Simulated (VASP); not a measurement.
# AgCl (Fm-3m) in VASP: a series of runs

The runs below take AgCl through single point, with PBEsol, PBE-based global hybrid with 15 % exact exchange, PBE-based screened hybrid with 75 % exact exchange, PBE-based global hybrid with 100 % exact exchange.

Program: VASP 6.6.1. These are calculated values, not measurements. Logs are shortened: lines on timing, memory, paths and dates and some standing lists are left out, and cuts for length are marked.

**1. The cell of the first run**

It takes space group Fm-3m (No. 225, cubic). The conventional cell has a = 5.546 Å, b = 5.546 Å, c = 5.546 Å, α = 90.00°, β = 90.00°, γ = 90.00°. Within 3.7 Å of Ag (site symmetry m-3m) lie 6 Cl at 2.77 Å. Within 3.7 Å of Cl (site symmetry m-3m) lie 6 Ag at 2.77 Å.

**2. Single point, PBEsol**

File INCAR:

```
SYSTEM = AgCl
PREC = Accurate
ENCUT = 520
EDIFF = 1E-7
ISMEAR = 1
SIGMA = 0.001
LREAL = .False.
LASPH = .True.
NELM = 100
ALGO = Normal
ISIF = 2
LWAVE = .False.
LCHARG = .True.
GGA = PS
LELF = .True.
LVHAR = .True.
NBANDS = 16
```

File KPOINTS:

```
regular mesh
0
Gamma
  6 6 6
  0 0 0
```

File POSCAR:

```
AgCl
1.0
    0.0000000000      2.7731725637      2.7731725637
    2.7731725637      0.0000000000      2.7731725637
    2.7731725637      2.7731725637      0.0000000000
Ag Cl
1 1
Direct
    0.0000000000      0.0000000000      0.0000000000
    0.5000000000      0.5000000000      0.5000000000
```

Potentials or basis: VASP PAW PBE potentials, release 64 (Ag, Cl).

Command:

```console
cat potpaw_PBE.64/Ag/POTCAR potpaw_PBE.64/Cl/POTCAR > POTCAR
mpirun -np 1 vasp_std > vasp.out
```

OUTCAR:

```text
SYSTEM = AgCl
   PREC = Accurate
   ENCUT = 520
   EDIFF = 1E-7
   ISMEAR = 1
   LREAL = .False.
   LASPH = .True.
   NELM = 100
   ISIF = 2
   GGA = PS

 ion  position               nearest neighbor table
   1  0.000  0.000  0.000-   2 2.77   2 2.77   2 2.77   2 2.77   2 2.77   2 2.77
   2  0.500  0.500  0.500-   1 2.77   1 2.77   1 2.77   1 2.77   1 2.77   1 2.77

  LATTYP: Found a face centered cubic cell.
 ALAT       =     5.5463451274

  Lattice vectors:

 A1 = (   0.0000000000,   2.7731725637,   2.7731725637)
 A2 = (   2.7731725637,   0.0000000000,   2.7731725637)
 A3 = (   2.7731725637,   2.7731725637,   0.0000000000)

Analysis of symmetry for initial positions (statically):
=====================================================================
 Subroutine PRICEL returns:
 Original cell was already a primitive cell.

 Routine SETGRP: Setting up the symmetry group for a
 face centered cubic supercell.

 Subroutine GETGRP returns: Found 48 space group operations
 (whereof 48 operations were pure point group operations)
 out of a pool of 48 trial point group operations.

The static configuration has the point symmetry O_h .

Analysis of symmetry for dynamics (positions and initial velocities):
=====================================================================
 Subroutine PRICEL returns:
 Original cell was already a primitive cell.

 Routine SETGRP: Setting up the symmetry group for a
 face centered cubic supercell.

 Subroutine GETGRP returns: Found 48 space group operations
 (whereof 48 operations were pure point group operations)
 out of a pool of 48 trial point group operations.

The dynamic configuration has the point symmetry O_h .

 Subroutine INISYM returns: Found 48 space group operations
 (whereof 48 operations are pure point group operations),
 and found     1 'primitive' translations

----------------------------------------------------------------------------------------

                                     Primitive cell

  volume of cell :      42.6541

  direct lattice vectors                    reciprocal lattice vectors
     0.000000000  2.773172564  2.773172564    -0.180298913  0.180298913  0.180298913
     2.773172564  0.000000000  2.773172564     0.180298913 -0.180298913  0.180298913
     2.773172564  2.773172564  0.000000000     0.180298913  0.180298913 -0.180298913

  length of vectors
     3.921858250  3.921858250  3.921858250     0.312286879  0.312286879  0.312286879

  position of ions in fractional coordinates (direct lattice)
     0.000000000  0.000000000  0.000000000
     0.500000000  0.500000000  0.500000000

  ion indices of the primitive-cell ions
   primitive index   ion index
                 1           1
                 2           2

----------------------------------------------------------------------------------------

 KPOINTS: regular mesh

Automatic generation of k-mesh.
 Grid dimensions read from file:
 generate k-points for:    6    6    6

 Generating k-lattice:

  Cartesian coordinates                     Fractional coordinates (reciprocal lattice)
    -0.030049819  0.030049819  0.030049819     0.166666667  0.000000000  0.000000000
     0.030049819 -0.030049819  0.030049819     0.000000000  0.166666667  0.000000000
     0.030049819  0.030049819 -0.030049819     0.000000000  0.000000000  0.166666667

  Length of vectors
     0.052047813  0.052047813  0.052047813

  Shift w.r.t. Gamma in fractional coordinates (k-lattice)
     0.000000000  0.000000000  0.000000000

 Subroutine IBZKPT returns following result:
 ===========================================

 Found     16 irreducible k-points:

 Following reciprocal coordinates:
            Coordinates               Weight
  0.000000  0.000000  0.000000      1.000000
  0.166667  0.000000  0.000000      8.000000
  0.333333  0.000000  0.000000      8.000000
  0.500000  0.000000  0.000000      4.000000
  0.166667  0.166667  0.000000      6.000000
  0.333333  0.166667  0.000000     24.000000
[... 8 lines left out ...]
 -0.333333  0.333333  0.166667     24.000000
 -0.333333  0.500000  0.166667     12.000000
   k-points           NKPTS =     16   k-points in BZ     NKDIM =     16   number of bands    NBANDS=     16
   number of dos      NEDOS =    301   number of ions     NIONS =      2
   total plane-waves  NPLWV =  27000
   dimension x,y,z NGX =    30 NGY =   30 NGZ =   30
   dimension x,y,z NGXF=    60 NGYF=   60 NGZF=   60
   ions per type =               1   1
   NGX,Y,Z   is equivalent  to a cutoff of  12.72, 12.72, 12.72 a.u.
   NGXF,Y,Z  is equivalent  to a cutoff of  25.43, 25.43, 25.43 a.u.
 SYSTEM =  AgCl
   PREC   = accura    normal or accurate (medium, high low for compatibility)
   ISTART =      0    job   : 0-new  1-cont  2-samecut
   ICHARG =      2    charge: 1-file 2-atom 10-const
   ISPIN  =      1    spin polarized calculation?
   LNONCOLLINEAR =      F non collinear calculations
   LSORBIT =      F    spin-orbit coupling
[... 124 lines left out ...]
      4       0.1730      2.00000
      5       1.2796      2.00000
      6       1.5453      2.00000
[... 8 lines left out ...]
     15      17.6164      0.00000
     16      18.1444      0.00000

 k-point     7 :       0.5000    0.1667    0.0000
  band No.  band energies     occupation
      1     -10.9717      2.00000
      2      -1.2976      2.00000
      3      -0.4543      2.00000
      4      -0.3181      2.00000
      5       1.5024      2.00000
      6       1.6398      2.00000
[... 8 lines left out ...]
     15      17.6676      0.00000
     16      18.5643      0.00000

 k-point     8 :      -0.3333    0.1667    0.0000
  band No.  band energies     occupation
      1     -11.0036      2.00000
      2      -1.2522      2.00000
      3      -0.4250      2.00000
      4      -0.2292      2.00000
      5       1.5383      2.00000
      6       1.5881      2.00000
[... 8 lines left out ...]
     15      17.8149      0.00000
     16      18.0336      0.00000

 k-point     9 :      -0.1667    0.1667    0.0000
  band No.  band energies     occupation
      1     -11.1829      2.00000
      2      -0.6691      2.00000
      3      -0.1571      2.00000
      4       0.3512      2.00000
      5       1.3804      2.00000
      6       1.5016      2.00000
[... 8 lines left out ...]
     15      17.1543      0.00000
     16      17.8907      0.00000

 k-point    10 :       0.3333    0.3333    0.0000
  band No.  band energies     occupation
      1     -11.0563      2.00000
      2      -0.9358      2.00000
      3       0.5868      2.00000
      4       0.5868      2.00000
      5       0.9829      2.00000
      6       1.4222      2.00000
[... 8 lines left out ...]
     15      18.5554      0.00000
     16      19.9614      0.00000

 k-point    11 :       0.5000    0.3333    0.0000
  band No.  band energies     occupation
      1     -10.9628      2.00000
      2      -0.7838      2.00000
      3      -0.0806      2.00000
      4       0.1451      2.00000
      5       1.2249      2.00000
      6       1.6878      2.00000
[... 8 lines left out ...]
     15      18.3651      0.00000
     16      19.0998      0.00000

 k-point    12 :      -0.3333    0.3333    0.0000
  band No.  band energies     occupation
      1     -10.9360      2.00000
      2      -0.9065      2.00000
      3      -0.4056      2.00000
      4      -0.2914      2.00000
      5       1.4981      2.00000
      6       1.6307      2.00000
[... 8 lines left out ...]
     15      16.7146      0.00000
     16      19.8779      0.00000

 k-point    13 :       0.5000    0.5000    0.0000
  band No.  band energies     occupation
      1     -10.9577      2.00000
      2      -0.6778      2.00000
      3       0.6259      2.00000
      4       0.6259      2.00000
      5       0.8993      2.00000
      6       1.4712      2.00000
[... 8 lines left out ...]
     15      18.8724      0.00000
     16      18.8724      0.00000

 k-point    14 :       0.5000    0.3333    0.1667
  band No.  band energies     occupation
      1     -10.9993      2.00000
      2      -1.0129      2.00000
      3      -0.2728      2.00000
      4       0.0301      2.00000
      5       1.4338      2.00000
      6       1.6169      2.00000
[... 8 lines left out ...]
     15      18.1510      0.00000
     16      19.6619      0.00000

 k-point    15 :      -0.3333    0.3333    0.1667
  band No.  band energies     occupation
      1     -10.9360      2.00000
      2      -0.9149      2.00000
      3      -0.3801      2.00000
      4      -0.3174      2.00000
      5       1.5410      2.00000
      6       1.6196      2.00000
[... 8 lines left out ...]
     15      17.1445      0.00000
     16      18.8725      0.00000

 k-point    16 :      -0.3333    0.5000    0.1667
  band No.  band energies     occupation
      1     -10.9315      2.00000
      2      -0.5321      2.00000
      3      -0.3354      2.00000
      4      -0.0455      2.00000
      5       1.5126      2.00000
      6       1.7234      2.00000
[... 8 lines left out ...]
     15      17.9263      0.00000
     16      18.8454      0.00000

------------------------ aborting loop because EDIFF is reached ----------------------------------------

  FORCE on cell =-STRESS in cart. coord.  units (eV):
  Direction    XX          YY          ZZ          XY          YZ          ZX
  --------------------------------------------------------------------------------------
  -------------------------------------------------------------------------------------
  Total       -0.7276657     -0.7276657     -0.7276657      0.0000000     -0.0000000     -0.0000000
  in kB      -27.3326546    -27.3326546    -27.3326546      0.0000000     -0.0000000     -0.0000000
  external PRESSURE =     -27.3326546 kB  Pullay stress =       0.0000000 kB

 VOLUME and BASIS-vectors are now :
 -----------------------------------------------------------------------------
  energy-cutoff  :      520.00
  volume of cell :       42.65
      direct lattice vectors                 reciprocal lattice vectors
     0.000000000  2.773172564  2.773172564    -0.180298913  0.180298913  0.180298913
     2.773172564  0.000000000  2.773172564     0.180298913 -0.180298913  0.180298913
     2.773172564  2.773172564  0.000000000     0.180298913  0.180298913 -0.180298913

 POSITION                                       TOTAL-FORCE (eV/Angst)
 -----------------------------------------------------------------------------------
      0.00000      0.00000      0.00000         0.000000     -0.000000      0.000000
      2.77317      2.77317      2.77317        -0.000000      0.000000     -0.000000
 -----------------------------------------------------------------------------------
    total drift:                               -0.000000      0.000000      0.000000

  FREE ENERGIE OF THE ION-ELECTRON SYSTEM (eV)
  ---------------------------------------------------
  free  energy   TOTEN  =        -6.0406763871 eV

  energy  without entropy=       -6.0406763871  energy(sigma->0) =       -6.04067639
```

Wall time 10 s (1 thread of AMD EPYC 7R13 (Zen 3), shared host); peak memory 0.14 GiB.

What came out:

- Free energy: -6.0407 eV
- Pressure: -2.7 GPa
- Band gap on the k mesh: 0.73 eV (least direct gap 3.06 eV)

Caveat: the PAW data sets were made with another functional, which shifts forces and pressure a little. Expect the measured gap to be larger: semilocal functionals such as PBEsol lack the derivative discontinuity.

**3. Single point, PBE-based global hybrid with 15 % exact exchange**

POSCAR is that of step 2.

File INCAR.step1:

```
SYSTEM = AgCl
ALGO     = Normal         ! electronic algorithm
EDIFF    = 1E-5           ! SCF threshold, eV
ENCUT    = 520            ! plane-wave cutoff, eV
GGA      = PE             ! functional
ISIF     = 2              ! what is computed and relaxed
ISMEAR   = 0              ! smearing method
LASPH    = .TRUE.         ! aspherical terms in the spheres
LCHARG   = .FALSE.        ! write CHGCAR
LREAL    = .FALSE.        ! projectors in reciprocal space
LWAVE    = .TRUE.         ! write WAVECAR
NBANDS   = 16             ! bands
NELM     = 100            ! most SCF steps
PREC     = Accurate       ! precision mode
SIGMA    = 0.01           ! smearing width, eV
```

File INCAR.step2:

```
SYSTEM = AgCl
AEXX     = 0.15           ! exact-exchange fraction
ALGO     = Normal         ! electronic algorithm
EDIFF    = 1E-6           ! SCF threshold, eV
ENCUT    = 520            ! plane-wave cutoff, eV
GGA      = PE             ! functional
ISIF     = 2              ! what is computed and relaxed
ISMEAR   = 0              ! smearing method
ISTART   = 1            
LASPH    = .TRUE.         ! aspherical terms in the spheres
LCHARG   = .FALSE.        ! write CHGCAR
LHFCALC  = .TRUE.         ! exact exchange
LREAL    = .FALSE.        ! projectors in reciprocal space
LWAVE    = .FALSE.        ! write WAVECAR
NBANDS   = 16             ! bands
NELM     = 100            ! most SCF steps
PREC     = Accurate       ! precision mode
PRECFOCK = Normal       
SIGMA    = 0.01           ! smearing width, eV
```

File KPOINTS:

```
k-points
0
G
  4 4 4
  0 0 0
```

Potentials or basis: VASP PAW PBE potentials, release 64 (Ag, Cl).

Command:

```console
cat potpaw_PBE.64/Ag/POTCAR potpaw_PBE.64/Cl/POTCAR > POTCAR
cp INCAR.step1 INCAR
mpirun -np 1 vasp_std > vasp.out
cp INCAR.step2 INCAR
mpirun -np 1 vasp_std > vasp.out
```

Wall time 3.9 min (1 thread of AMD EPYC 7R13 (Zen 3), shared host); peak memory 0.14 GiB.

Results (log left out):

* Free energy: -6.4676 eV
* Pressure: 1.3 GPa
* Band gap on the k mesh: 2.23 eV (least direct gap 4.50 eV)

Levels at points of the mesh, in eV from the valence-band top:
```
           k point  band 7  band 8  band 9  band 10  band 11  band 12
(0.00, 0.00, 0.00)   -2.27   -2.27   -2.27     2.23    12.27    12.27
(0.50, 0.00, 0.00)   -1.95    0.00    0.00     5.51     8.16     9.09
(0.50, 0.50, 0.00)   -2.21   -2.21   -2.13     3.80     9.30    10.11
```

Caveat: the k points lie up to 0.49 Å⁻¹ apart; the PAW data sets were made with another functional, which shifts forces and pressure a little. A k mesh can miss the band edges.

**4. Single point, PBE-based screened hybrid with 75 % exact exchange**

POSCAR is that of step 3.

File INCAR.step1:

```
SYSTEM = AgCl
PREC = Accurate
ENCUT = 520
EDIFF = 1E-5
ISMEAR = 0
SIGMA = 0.01
LREAL = .False.
LASPH = .True.
NELM = 80
ALGO = Normal
ISIF = 2
LWAVE = .True.
LCHARG = .False.
NBANDS = 16
GGA = PE
```

File INCAR.step2:

```
SYSTEM = AgCl
PREC = Accurate
ENCUT = 520
EDIFF = 1E-6
ISMEAR = 0
SIGMA = 0.01
LREAL = .False.
LASPH = .True.
NELM = 80
ALGO = Normal
ISIF = 2
LWAVE = .False.
LCHARG = .False.
GGA = PE
LHFCALC = .True.
AEXX = 0.75
HFSCREEN = 0.2078
PRECFOCK = Normal
NBANDS = 16
ISTART = 1
```

File KPOINTS:

```
Automatic mesh
0
Gamma
  4 4 4
  0 0 0
```

Command:

```console
cat potpaw_PBE.64/Ag/POTCAR potpaw_PBE.64/Cl/POTCAR > POTCAR
cp INCAR.step1 INCAR
mpirun -np 1 vasp_std > vasp.out
cp INCAR.step2 INCAR
mpirun -np 1 vasp_std > vasp.out
```

Run time: 6.5 min. Hardware: 1 thread of AMD EPYC 7R13 (Zen 3), shared host; peak memory 0.24 GiB.

The run converged. Its results:

```yaml
Free_energy: -9.4973 eV
Pressure: 0.9 GPa
Band_gap_on_the_k_mesh: 5.62 eV (least direct gap 7.70 eV)
```

Levels at points of the mesh, in eV from the valence-band top:
| k point | band 5 | band 6 | band 7 | band 8 | band 9 | band 10 | band 11 | band 12 | band 13 | band 14 |
| --- | --- | --- | --- | --- | --- | --- | --- | --- | --- | --- |
| (0.00, 0.00, 0.00) | -3.65 | -3.65 | -2.08 | -2.08 | -2.08 | 5.62 | 15.69 | 15.69 | 15.69 | 16.78 |
| (0.50, 0.00, 0.00) | -3.31 | -3.31 | -2.57 | 0.00 | 0.00 | 8.58 | 12.39 | 12.63 | 12.63 | 18.62 |
| (0.50, 0.50, 0.00) | -3.18 | -3.18 | -3.15 | -2.96 | -2.96 | 7.47 | 12.23 | 13.79 | 17.30 | 17.30 |

Caveat: the k points lie up to 0.49 Å⁻¹ apart; the PAW data sets were made with another functional, which shifts forces and pressure a little. A k mesh can miss the band edges.

**5. Single point, PBE-based global hybrid with 100 % exact exchange**

POSCAR is that of step 4.

File INCAR.step1:

```
SYSTEM = AgCl
ALGO = Normal
EDIFF = 1E-5
ENCUT = 520
GGA = PE
ISIF = 2
ISMEAR = 0
LASPH = .TRUE.
LREAL = .FALSE.
LWAVE = .TRUE.
NBANDS = 16
NELM = 60
PREC = Accurate
SIGMA = 0.01
```

File INCAR.step2:

```
SYSTEM = AgCl
AEXX = 1.0
AGGAC = 1.0
ALDAC = 1.0
ALGO = Normal
EDIFF = 1E-6
ENCUT = 520
GGA = PE
ISIF = 2
ISMEAR = 0
ISTART = 1
LASPH = .TRUE.
LCHARG = .TRUE.
LELF = .TRUE.
LHFCALC = .TRUE.
LREAL = .FALSE.
LVHAR = .TRUE.
LWAVE = .FALSE.
NBANDS = 16
NELM = 60
PREC = Accurate
PRECFOCK = Normal
SIGMA = 0.01
```

File KPOINTS:

```
k-points
0
G
  4 4 4
  0 0 0
```

Command:

```console
cat potpaw_PBE.64/Ag/POTCAR potpaw_PBE.64/Cl/POTCAR > POTCAR
cp INCAR.step1 INCAR
mpirun -np 1 vasp_std > vasp.out
cp INCAR.step2 INCAR
mpirun -np 1 vasp_std > vasp.out
```

It took 6.9 min on 1 thread of AMD EPYC 7R13 (Zen 3), shared host; peak memory 0.14 GiB.

It converged, with:

| Property | Result |
| --- | --- |
| Free energy | -13.4113 eV |
| Pressure | -0.5 GPa |
| Band gap on the k mesh | 10.26 eV (least direct gap 12.29 eV) |

Levels at points of the mesh, in eV from the valence-band top:
```tsv
k point	band 7	band 8	band 9	band 10	band 11	band 12
(0.00, 0.00, 0.00)	-2.03	-2.03	-2.03	10.26	20.44	20.44
(0.50, 0.00, 0.00)	-2.85	0.00	0.00	13.05	17.41	17.41
(0.50, 0.50, 0.00)	-3.65	-2.98	-2.98	12.33	16.67	18.53
```

Caveat: the k points lie up to 0.49 Å⁻¹ apart; the PAW data sets were made with another functional, which shifts forces and pressure a little. A k mesh can miss the band edges.

**6. Summary**

| level | k mesh | smearing | grid for exact exchange (PRECFOCK) | share of exact exchange | screening parameter | gap on the mesh (eV) | pressure (GPa) |
| --- | --- | --- | --- | --- | --- | --- | --- |
| PBEsol | 6 × 6 × 6 | methfessel-paxton 0.001 eV | - | - | - | 0.73 | -2.7 |
| PBE-based global hybrid with 15 % exact exchange | 4 × 4 × 4 | gaussian 0.01 eV | Normal | 0.15 | - | 2.23 | 1.3 |
| PBE-based screened hybrid with 75 % exact exchange | 4 × 4 × 4 | gaussian 0.01 eV | Normal | 0.75 | 0.2078 1/Å | 5.62 | 0.9 |
| PBE-based global hybrid with 100 % exact exchange | 4 × 4 × 4 | gaussian 0.01 eV | Normal | 1 | - | 10.26 | -0.5 |

Alike in all rows: task single point; potentials or basis VASP PAW PBE potentials, release 64 (Ag, Cl); no spin polarisation; cell as given; cutoff (eV) 520.

Caveats: some runs use coarse meshes; the PAW data sets were made with another functional, which shifts forces and pressure a little.

Total energies depend on the potentials used, so only differences within one code and one set of settings carry meaning.
